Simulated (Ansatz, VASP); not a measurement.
# Al4B3Sb: VASP beside Ansatz

```
Al B Sb
1.0
     3.90769    0.01375   -0.00040
    -1.15538    5.58465    0.00604
    -1.73791   -2.52248    5.45279
Al B Sb
4 3 1
Direct
  0.74593 0.85095 0.83932
  0.02579 0.73207 0.49249
  0.61252 0.34736 0.78024
  0.32821 0.52877 0.12700
  0.88732 0.72012 0.12562
  0.05317 0.14830 0.76507
  0.44981 0.51374 0.49466
  0.88954 0.15702 0.35744
```

Change from the starting cell: cell x1, atoms moved at random (sigma 0.1 Å) and cell strained at random (1.5 %), then relaxed without symmetry.

Alike in both runs: functional PBE; k mesh 6 × 4 × 4; occupations gaussian, width 0.2 eV; no spin polarisation.

Ansatz relaxed the structure, and its values are those at the end. VASP's run is a single point on that final structure, the one shown.

|  | VASP | Ansatz |
| --- | --- | --- |
| version | VASP 6.6.1 | Ansatz 0.2.0 |
| potentials or method | VASP PAW PBE potentials, release 64 (Al, B, Sb), cutoff 520 eV | scalar-relativistic, plane waves, PAW |
| valence electrons in the cell | 26 | 36 |

VASP gave:

| Quantity | Value |
| --- | --- |
| gap on the k mesh at the Fermi level (eV) | none |
| pressure (GPa) | 0.0 |
| rms of the force components (eV/Å) | 0.012 |

Task: Which values does Ansatz return?

Result: gap on the k mesh at the Fermi level (eV): none; pressure (GPa): 0.0; rms of the force components (eV/Å): 0.003.

A gap of «none» marks a metal or a gap that the smearing closes. VASP's potentials hold 26 valence electrons a cell and Ansatz's 36, so a difference there can come from the potentials and not from the codes.

Spin-orbit coupling is off throughout.
